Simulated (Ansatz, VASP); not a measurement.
**Si3Ge: VASP beside Ansatz**

Contents of INCAR:

```
  PREC = Accurate
  ENCUT = 500
  EDIFF = 1E-6
  ISMEAR = 0
  SIGMA = 0.02
  LREAL = False
  LASPH = True
  NELM = 120
  ALGO = Normal
  ISIF = 2
  LWAVE = False
  LCHARG = False
  GGA = PE
  NBANDS = 21
  GGA_COMPAT = False
```

KPOINTS

```
Automatic mesh
0
Gamma
  10 10 6
```

POSCAR

```
Si3Ge
1.0
    3.9123760691      0.0000000000      0.0000000000
    0.0000000000      3.9123760691      0.0000000000
    0.0000000000      0.0000000000      5.5320638552
Si Ge
3 1
Direct
    0.0000000000      0.5000000000      0.7441286147
    0.5000000000      0.0000000000      0.2558713853
    0.5000000000      0.5000000000      0.5000000000
    0.0000000000      0.0000000000      0.0000000000
```

Input for Ansatz:

```yaml
crystal:
  lattice:
    - [3.9123760691, 0.0, 0.0]
    - [0.0, 3.9123760691, 0.0]
    - [0.0, 0.0, 5.5320638552]
  atoms:
    - { symbol: Si, position: [0.0, 0.5, 0.7441286147] }
    - { symbol: Si, position: [0.5, 0.0, 0.2558713853] }
    - { symbol: Si, position: [0.5, 0.5, 0.5] }
    - { symbol: Ge, position: [0.0, 0.0, 0.0] }
basis:
  ecutwfc: 420
kpoints:
  mp_grid: { grid: [10, 10, 6] }
  band_path:
    path:
      - [[0.0, 0.0, 0.0], [0.0, 0.5, 0.0], [0.5, 0.5, 0.0], [0.0, 0.0, 0.0], [0.0, 0.0, 0.5], [0.0, 0.5, 0.5], [0.5, 0.5, 0.5], [0.0, 0.0, 0.5]]
      - [[0.0, 0.5, 0.0], [0.0, 0.5, 0.5]]
      - [[0.5, 0.5, 0.0], [0.5, 0.5, 0.5]]
    npoints: 14
hamiltonian:
  xc: pbe
scf:
  occupations: { method: gaussian, width: 0.02 }
  n_extra_bands: 10
output:
  forces: true
  stress: true
  eigenvalues: true
  populations: true
  dos: { projected: true, de: 0.02, nscf_kmesh: { grid: [15, 15, 9] } }
  bader: true
  write_density: true
  write_potential: true
  elf: true
  volumetric_format: npy
```

Alike in both runs: task single point; functional PBE; k mesh 10 × 10 × 6; occupations gaussian, width 0.02 eV; no spin polarisation.

|  | VASP | Ansatz |
| --- | --- | --- |
| version | VASP 6.6.1 | Ansatz 0.2.0 |
| potentials or method | VASP PAW PBE potentials, release 64 (Si, Ge_d), cutoff 500 eV | scalar-relativistic, plane waves, PAW |
| valence electrons in the cell | 26 | 26 |

```csv
,VASP,Ansatz,Ansatz less VASP
gap on the k mesh at the Fermi level (eV),0.38,0.38,-0.002
least direct gap on the mesh (eV),0.68,0.68,-0.003
pressure (GPa),-0.1,0.0,+0.13
```
